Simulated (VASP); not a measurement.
Wanted: the native input for a VASP 6.6.1 run.

| Quantity | Value |
| --- | --- |
| Task | single point |
| Functional | PBE |
| Potentials or basis | VASP PAW PBE potentials, release 64 (In_d, Ga_d, P, As) |
| Cutoff | 520 eV |
| k mesh | 3 × 3 × 4 |
| Occupations | gaussian, width 0.1 eV |
| Spin | no spin polarisation |
| Dipole correction | no |
| Further INCAR settings | ALGO = Normal; EDIFF = 1e-06; NBANDS = 40 |

The structure of InGa3AsP lies in POSCAR:

```
InGa3AsP
1.0
    6.2526572992      0.0000000031      0.0000000000
   -3.1263286522      5.4149600607      0.0000000000
    0.0000000000      0.0000000000      3.8866404544
In Ga P As
1 3 1 1
Direct
    0.6666666667      0.3333333333      0.0000000000
    0.6772552236      0.8386276118      0.5000000000
    0.1613723882      0.8386276118      0.5000000000
    0.1613723882      0.3227447764      0.5000000000
    0.0000000000      0.0000000000      0.0000000000
    0.3333333333      0.6666666667      0.0000000000
```

The cell was generated, and may not be a known phase.

The input as run:

INCAR

```
SYSTEM = InGa3AsP
PREC = Accurate
ENCUT = 520
EDIFF = 1E-6
ISMEAR = 0
SIGMA = 0.1
LREAL = .False.
LASPH = .True.
NELM = 80
ALGO = Normal
ISIF = 2
LWAVE = .False.
LCHARG = .False.
GGA = PE
NBANDS = 40
```

KPOINTS

```
regular mesh
0
Gamma
  3 3 4
  0 0 0
```

Potentials or basis: VASP PAW PBE potentials, release 64 (In_d, Ga_d, P, As).

The run is started by

```bash
$ cat potpaw_PBE.64/In_d/POTCAR potpaw_PBE.64/Ga_d/POTCAR potpaw_PBE.64/P/POTCAR potpaw_PBE.64/As/POTCAR > POTCAR
$ mpirun -np 1 vasp_std > vasp.out
```

It gave:

```json
{"Pressure": "0.0 GPa", "Largest force": "0.006 eV/Å", "Band gap on the k mesh": "zero (bands 31 and 32 overlap by 1.90 eV)"}
```

Caveat: the k points lie up to 0.40 Å⁻¹ apart, too coarse for converged energies and pressures of a metal; spin-orbit coupling is left out, which moves the levels of the heavy elements.

Wall time 96 s on 1 thread of Intel Xeon 8259CL (shared host), peak memory 0.23 GiB.
